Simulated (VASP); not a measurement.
Input of a VASP 6.6.1 run:

The input INCAR:

```
SYSTEM = Zn3Se2S
PREC     = Accurate       ! precision mode
ENCUT    = 520            ! plane-wave cutoff, eV
EDIFF    = 1E-7           ! SCF threshold, eV
ISMEAR   = 0              ! smearing method
SIGMA    = 0.02           ! smearing width, eV
LREAL    = .False.        ! projectors in reciprocal space
LASPH    = .True.         ! aspherical terms in the spheres
NELM     = 100            ! most SCF steps
ALGO     = Normal         ! electronic algorithm
ISIF     = 2              ! what is computed and relaxed
LWAVE    = .False.        ! write WAVECAR
LCHARG   = .True.         ! write CHGCAR
GGA      = PE             ! functional
LELF     = .True.         ! ELF
LVHAR    = .True.       
NBANDS   = 36             ! bands
```

The input KPOINTS:

```
regular mesh
0
Gamma
  12 12 4
  0 0 0
```

POSCAR

```
Zn3Se2S
1.0
    3.9859881461      0.0000000000      0.0000000000
   -1.9929940730      3.4519669937      0.0000000000
    0.0000000000      0.0000000000      9.7655900182
Zn Se S
3 2 1
Direct
    0.0000000000      0.0000000000      0.9904876999
    0.6666666667      0.3333333333      0.3330911039
    0.3333333333      0.6666666667      0.6760394109
    0.6666666667      0.3333333333      0.0796643422
    0.3333333333      0.6666666667      0.4216974993
    0.0000000000      0.0000000000      0.7490199439
```

Potentials or basis: VASP PAW PBE potentials, release 64 (Zn, Se, S).

Launch:

```bash
$ cat potpaw_PBE.64/Zn/POTCAR potpaw_PBE.64/Se/POTCAR potpaw_PBE.64/S/POTCAR > POTCAR
$ mpirun -np 1 vasp_std > vasp.out
```

(1) Predict the largest force.

(2) Estimate the band gap on the k mesh.

(3) Predict the pressure.

## Answers

(1) 0.012 eV/Å.

(2) 1.26 eV.

(3) 0.2 GPa.
